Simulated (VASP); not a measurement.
The system is KBr.

```
Br K
1.0
     0.00000    3.27785    3.27785
     3.27785    0.00000    3.27785
     3.27785    3.27785    0.00000
Br K
1 1
Direct
  0.50000 0.50000 0.50000
  0.00000 0.00000 0.00000
```

Base run:

```yaml
Program: VASP 6.6.1
Functional: r2SCAN
Potentials_or_basis: VASP PAW PBE potentials, release 64 (Br, K_sv)
Cutoff: 520 eV
k_mesh: 7 × 7 × 7
Occupations: fermi-dirac, width 0.05 eV
Spin: no spin polarisation
```

Its results: band gap on the k mesh 5.14 eV, direct; pressure 0.4 GPa.

**Question.** The run is repeated on the same cell with these changes: functional from r2SCAN to BLYP; further incar settings from ALGO = Normal; EDIFF = 1e-06; NBANDS = 15 to ALGO = Normal; EDIFF = 1e-07; NBANDS = 15. What comes out?

**Answer.** Band gap on the k mesh 4.51 eV, direct; pressure 1.9 GPa.

Caveats: the PAW data sets were made with another functional, which shifts forces and pressure a little.

